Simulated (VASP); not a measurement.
# WC (P-6m2) in VASP: a series of runs

The runs below take WC through single point, relaxation of cell and atoms, with PBEsol.

Everything below comes from runs of VASP 6.6.1. Logs are shortened: lines on timing, memory, paths and dates and some standing lists are left out, and cuts for length are marked.

### 1 The cell of the first run

Symmetry: P-6m2, No. 187, hexagonal system. The conventional cell has a = 2.900 Å, b = 2.900 Å, c = 2.827 Å, α = 90.00°, β = 90.00°, γ = 120.00°. Within 2.9 Å of W (site symmetry -6m2) lie 6 C at 2.19 Å and 8 W at 2.83 to 2.90 Å. C (site symmetry -6m2) has 6 W at 2.19 Å and 8 C at 2.83 to 2.90 Å within 2.9 Å.

### 2 Single point, PBEsol

The input, INCAR:

```
SYSTEM = WC
ALGO = Normal ; EDIFF = 1E-6
ENCUT = 600 ; GGA = PS
GGA_COMPAT = .False. ; ISIF = 2
ISMEAR = -1 ; LASPH = .True.
LCHARG = .False. ; LREAL = .False.
LWAVE = .False. ; NBANDS = 16
NELM = 120 ; PREC = Accurate
SIGMA = 0.15
```

The input, KPOINTS:

```
k-points
0
Gamma
  18 18 14
  0 0 0
```

The input, POSCAR:

```
WC
1.0
    2.8996058129      0.0000000000      0.0000000000
   -1.4498029065      2.5111322949      0.0000000000
    0.0000000000      0.0000000000      2.8268146558
W C
1 1
Direct
    0.0000000000      0.0000000000      0.0000000000
    0.6666666667      0.3333333333      0.5000000000
```

Potentials or basis: VASP PAW PBE potentials, release 64 (W_sv, C).

Launch:

```
$ cat potpaw_PBE.64/W_sv/POTCAR potpaw_PBE.64/C/POTCAR > POTCAR
$ mpirun -np 1 vasp_std > vasp.out
```

OUTCAR:

```text
SYSTEM = WC
   EDIFF = 1E-6
   ENCUT = 600
   GGA = PS
   ISIF = 2
   ISMEAR = -1
   LASPH = .True.
   LREAL = .False.
   NELM = 120
   PREC = Accurate

 ion  position               nearest neighbor table
   1  0.000  0.000  0.000-   2 2.19   2 2.19   2 2.19   2 2.19   2 2.19   2 2.19
   2  0.667  0.333  0.500-   1 2.19   1 2.19   1 2.19   1 2.19   1 2.19   1 2.19

  LATTYP: Found a hexagonal cell.
 ALAT       =     2.8996058129
 C/A-ratio  =     0.9748961887

  Lattice vectors:

 A1 = (   2.8996058129,   0.0000000000,   0.0000000000)
 A2 = (  -1.4498029065,   2.5111322949,   0.0000000000)
 A3 = (   0.0000000000,   0.0000000000,   2.8268146558)

Analysis of symmetry for initial positions (statically):
=====================================================================
 Subroutine PRICEL returns:
 Original cell was already a primitive cell.

 Routine SETGRP: Setting up the symmetry group for a
 hexagonal supercell.

 Subroutine GETGRP returns: Found 12 space group operations
 (whereof 12 operations were pure point group operations)
 out of a pool of 24 trial point group operations.

The static configuration has the point symmetry D_3h.

Analysis of symmetry for dynamics (positions and initial velocities):
=====================================================================
 Subroutine PRICEL returns:
 Original cell was already a primitive cell.

 Routine SETGRP: Setting up the symmetry group for a
 hexagonal supercell.

 Subroutine GETGRP returns: Found 12 space group operations
 (whereof 12 operations were pure point group operations)
 out of a pool of 24 trial point group operations.

The dynamic configuration has the point symmetry D_3h.

 Subroutine INISYM returns: Found 12 space group operations
 (whereof 12 operations are pure point group operations),
 and found     1 'primitive' translations

----------------------------------------------------------------------------------------

                                     Primitive cell

  volume of cell :      20.5829

  direct lattice vectors                    reciprocal lattice vectors
     2.899605813  0.000000000  0.000000000     0.344874464  0.199113365  0.000000000
    -1.449802906  2.511132295  0.000000000     0.000000000  0.398226729  0.000000000
     0.000000000  0.000000000  2.826814656     0.000000000  0.000000000  0.353755064
[... 75 lines left out ...]
   PREC   = accura    normal or accurate (medium, high low for compatibility)
   ISTART =      0    job   : 0-new  1-cont  2-samecut
   ICHARG =      2    charge: 1-file 2-atom 10-const
   ISPIN  =      1    spin polarized calculation?
   LNONCOLLINEAR =      F non collinear calculations
   LSORBIT =      F    spin-orbit coupling
   LASPH  =      T    aspherical Exc in radial PAW
   ENCUT  =  600.0 eV  44.10 Ry    6.64 a.u.   5.79  5.79  5.65*2*pi/ulx,y,z
   NELM   =    120;   NELMIN=  2; NELMDL= -5     # of ELM steps
   EDIFF  = 0.1E-05   stopping-criterion for ELM
   LREAL  =      F    real-space projection
   EDIFFG = 0.1E-04   stopping-criterion for IOM
   NSW    =      0    number of steps for IOM
   IBRION =     -1    ionic relax: 0-MD 1-quasi-New 2-CG
   NFREE  =      0    steps in history (QN), initial steepest desc. (CG)
   ISIF   =      2    stress and relaxation
   ISYM   =      2    0-nonsym 1-usesym 2-fastsym
   POTIM  = 0.5000    time-step for ionic-motion
   TEBEG  =    0.0;   TEEND  =   0.0 temperature during run
   PSTRESS=    0.0 pullay stress
   NELECT =      18.0000    total number of electrons
   NUPDOWN=      -1.0000    fix difference up-down
   EMIN   =  10.00;   EMAX   =-10.00  energy-range for DOS
   EFERMI =   0.00;   METHOD = LEGACY
   ISMEAR =    -1;   SIGMA  =   0.15  broadening in eV -4-tet -1-fermi 0-gaus
   EFERMI_NEDOS =   21; number of points for ismear=-14 and -15
   IALGO  =     38    algorithm
   IMIX   =      4    mixing-type and parameters
     AMIX     =   0.40;   BMIX     =  1.00
     AMIX_MAG =   1.60;   BMIX_MAG =  1.00
  volume/ion in A,a.u.               =      10.29        69.45
  Fermi-wavevector in a.u.,A,eV,Ry     =   1.565538  2.958438 33.346658  2.450910
  Thomas-Fermi vector in A             =   2.668000
   LORBIT       =      0    0 simple, 1 ext, 2 COOP (PROOUT), +10 PAW based schemes
   GGA     = PS    functional components
   LHFCALC =     F    Hartree Fock is set to
   AEXX    =    0.0000 exact exchange contribution
   IVDW    =     0    specifies the selected vdW correction
   LEPSILON=     F    determine dielectric tensor
   LRPA    =     F    only Hartree local field effects (RPA)
 non-spin polarized calculation
  energy-cutoff  :      600.00
  volume of cell :       20.58
 maximum number of plane-waves:       702
 NGX is ok and might be reduce to    24
   NGX = 11   NGY = 11   NGZ = 11

 number of electron      18.0000001 magnetization

 Free energy of the ion-electron system (eV)
  ---------------------------------------------------
  ext. energy  EPLUGINS =         0.00000000
  ---------------------------------------------------
  free energy    TOTEN  =       -23.91180122 eV

  energy without entropy =      -23.88837621  energy(sigma->0) =      -23.90008872

 E-fermi :  11.0893     XC(G=0): -13.9727

 val. band max:       11.0876663081   @ k =   0.4444   0.0556   0.4286
 cond. band min:      11.1533328846   @ k =   0.0000   0.0000   0.0714
 fundamental gap:      0.0656665766
 Fermi energy:        11.0892662355

 k-point     1 :       0.0000    0.0000    0.0000
  band No.  band energies     occupation
      1     -62.8628      2.00000
      2     -26.8497      2.00000
      3     -26.7444      2.00000
      4     -26.7444      2.00000
      5      -3.4435      2.00000
      6       6.6743      2.00000
[... 433 lines left out ...]
      3     -26.9984      2.00000
      4     -26.7341      2.00000
      5      -0.0103      2.00000
      6       4.1273      2.00000
[... 8 lines left out ...]
     15      24.9176      0.00000
     16      28.6360      0.00000

 [... further k-points ...]
[... 5 lines left out ...]
  --------------------------------------------------------------------------------------
  -------------------------------------------------------------------------------------
  Total        0.1286249      0.1286249      0.1657496     -0.0000000      0.0000000      0.0000000
  in kB       10.0122042     10.0122042     12.9020062     -0.0000000      0.0000000      0.0000000
  external PRESSURE =      10.9754715 kB  Pullay stress =       0.0000000 kB

 VOLUME and BASIS-vectors are now :
 -----------------------------------------------------------------------------
  energy-cutoff  :      600.00
  volume of cell :       20.58
      direct lattice vectors                 reciprocal lattice vectors
     2.899605813  0.000000000  0.000000000     0.344874464  0.199113365  0.000000000
    -1.449802906  2.511132295  0.000000000     0.000000000  0.398226729  0.000000000
     0.000000000  0.000000000  2.826814656     0.000000000  0.000000000  0.353755064

 POSITION                                       TOTAL-FORCE (eV/Angst)
 -----------------------------------------------------------------------------------
      0.00000      0.00000      0.00000         0.000000      0.000000      0.000000
      1.44980      0.83704      1.41341        -0.000000      0.000000      0.000000
 -----------------------------------------------------------------------------------
    total drift:                                0.000000     -0.000000      0.000000

  FREE ENERGIE OF THE ION-ELECTRON SYSTEM (eV)
  ---------------------------------------------------
  free  energy   TOTEN  =       -23.9118012239 eV

  energy  without entropy=      -23.8883762078  energy(sigma->0) =      -23.90008872
```

OSZICAR:

```text
N       E                     dE             d eps       ncg     rms          rms(c)
DAV:   1     0.118589421304E+03    0.11859E+03   -0.10240E+04  9480   0.138E+03
DAV:   2    -0.233132416284E+02   -0.14190E+03   -0.13725E+03 11360   0.361E+02
DAV:   3    -0.267939922737E+02   -0.34808E+01   -0.34673E+01 10616   0.528E+01
DAV:   4    -0.268123270782E+02   -0.18335E-01   -0.18334E-01 12200   0.432E+00
DAV:   5    -0.268124609031E+02   -0.13382E-03   -0.13383E-03 10648   0.353E-01    0.336E+01
DAV:   6    -0.240115331472E+02    0.28009E+01   -0.52902E+00 11632   0.249E+01    0.937E+00
DAV:   7    -0.239453794178E+02    0.66154E-01   -0.36840E-01 10032   0.473E+00    0.640E+00
DAV:   8    -0.239127556498E+02    0.32624E-01   -0.62124E-02 10784   0.203E+00    0.903E-01
DAV:   9    -0.239119538314E+02    0.80182E-03   -0.24537E-03 10448   0.388E-01    0.115E-01
DAV:  10    -0.239118018381E+02    0.15199E-03   -0.26554E-04 11752   0.197E-01    0.447E-02
DAV:  11    -0.239118019194E+02   -0.81285E-07   -0.12440E-05 10544   0.340E-02    0.816E-03
DAV:  12    -0.239118012239E+02    0.69552E-06   -0.21040E-06  9008   0.118E-02
   1 F= -.23911801E+02 E0= -.23900089E+02  d E =-.234250E-01
```

It took 98 s on 1 thread of Intel Xeon 8259CL, shared host; peak memory 0.24 GiB.

What came out:

| Item | Value |
| --- | --- |
| Free energy | -23.9118 eV |
| Pressure | 1.1 GPa |
| Band gap on the k mesh | zero (bands 9 and 10 overlap by 1.23 eV) |

Stress tensor (GPa, compression positive):
```
1.00 0.00 0.00
0.00 1.00 0.00
0.00 0.00 1.29
```

Levels at points of the mesh, in eV from the Fermi level:
| k point | band 5 | band 6 | band 7 | band 8 | band 9 | band 10 | band 11 | band 12 | band 13 | band 14 |
| --- | --- | --- | --- | --- | --- | --- | --- | --- | --- | --- |
| (0.00, 0.00, 0.00) | -14.53 | -4.41 | -3.41 | -3.41 | 0.09 | 3.23 | 3.23 | 5.66 | 5.66 | 6.41 |
| (0.50, 0.00, 0.00) | -11.13 | -7.12 | -3.68 | -3.67 | -0.49 | 2.33 | 4.54 | 4.91 | 6.89 | 9.71 |
| (0.00, 0.00, 0.50) | -10.40 | -8.76 | -2.08 | -2.08 | -0.64 | -0.64 | 3.71 | 4.50 | 4.50 | 9.98 |
| (0.50, 0.00, 0.50) | -11.35 | -6.56 | -4.41 | -4.24 | 0.27 | 4.45 | 5.36 | 6.70 | 9.26 | 10.19 |

Caveat: the PAW data sets were made with another functional, which shifts forces and pressure a little; spin-orbit coupling is left out, which moves the levels of the heavy elements.

### 3 Relaxation of cell and atoms, PBEsol

The input, INCAR:

```
ALGO = Normal
EDIFF = 1E-7
EDIFFG = -0.001
ENCUT = 600
GGA = PS
GGA_COMPAT = F
IBRION = 2
ISIF = 3
ISMEAR = -1
LASPH = T
LCHARG = F
LREAL = F
LWAVE = F
NELM = 120
NELMIN = 4
NSW = 80
PREC = Accurate
SIGMA = 0.15
```

The input, KPOINTS:

```
k-points
0
Gamma
  18 18 14
```

The input, POSCAR:

```
WC
1.0
    2.8985811345      0.0000000000      0.0000000000
   -1.4492905673      2.5102448974      0.0000000000
    0.0000000000      0.0000000000      2.8280347686
W C
1 1
Direct
    0.0000000000      0.0000000000      0.0000000000
    0.6666666667      0.3333333333      0.5000000000
```

Potentials or basis: VASP PAW PBE potentials, release 64 (W_sv, C).

Launch:

```
$ cat potpaw_PBE.64/W_sv/POTCAR potpaw_PBE.64/C/POTCAR > POTCAR
$ mpirun -np 1 vasp_std > vasp.out
```

It took 4.3 min on 1 thread of Intel Xeon 8259CL, shared host; peak memory 0.23 GiB.

Results (log left out):

| Property | Result |
| --- | --- |
| Free energy | -23.9120 eV |
| Relaxed volume | 10.32 Å³/atom |
| Relaxed cell | a = 2.902 Å, b = 2.902 Å, c = 2.830 Å, α = 90.00°, β = 90.00°, γ = 120.00° |
| Space group after relaxing (to 0.1 Å) | P-6m2 (No. 187) |
| Energy gained by relaxing | 0.1 meV/atom |
| Ionic steps | 5 |
| Pressure after relaxing | 0.0 GPa |
| Band gap on the k mesh | zero (bands 9 and 10 overlap by 1.23 eV) |

Step by step:
```csv
step,energy change (eV),largest force (eV/Å),pressure (GPa),volume (Å³)
1,0.0000,0.0000,1.19,20.58
2,0.0015,0.0000,-3.25,20.81
3,-0.0002,0.0000,-0.02,20.64
4,-0.0002,0.0000,0.02,20.64
5,-0.0002,0.0000,0.01,20.64
```

Final structure:
```cif
data_structure
_symmetry_space_group_name_H-M 'P 1'
_symmetry_Int_Tables_number 1
_cell_length_a 2.9020
_cell_length_b 2.9020
_cell_length_c 2.8297
_cell_angle_alpha 90.000
_cell_angle_beta 90.000
_cell_angle_gamma 120.000
_cell_volume 20.64
loop_
_atom_site_label
_atom_site_type_symbol
_atom_site_fract_x
_atom_site_fract_y
_atom_site_fract_z
_atom_site_occupancy
W1 W 0.00000 0.00000 0.00000 1
C1 C 0.66667 0.33333 0.50000 1
```

Levels at points of the mesh, in eV from the Fermi level:
| k point | band 5 | band 6 | band 7 | band 8 | band 9 | band 10 | band 11 | band 12 | band 13 |
| --- | --- | --- | --- | --- | --- | --- | --- | --- | --- |
| (0.00, 0.00, 0.00) | -14.51 | -4.40 | -3.40 | -3.40 | 0.09 | 3.22 | 3.22 | 5.65 | 5.65 |
| (0.50, 0.00, 0.00) | -11.12 | -7.11 | -3.67 | -3.65 | -0.49 | 2.32 | 4.53 | 4.90 | 6.87 |
| (0.00, 0.00, 0.50) | -10.40 | -8.75 | -2.07 | -2.07 | -0.64 | -0.64 | 3.69 | 4.50 | 4.50 |
| (0.50, 0.00, 0.50) | -11.33 | -6.54 | -4.39 | -4.23 | 0.27 | 4.44 | 5.33 | 6.67 | 9.24 |

Caveat: the PAW data sets were made with another functional, which shifts forces and pressure a little; spin-orbit coupling is left out, which moves the levels of the heavy elements.
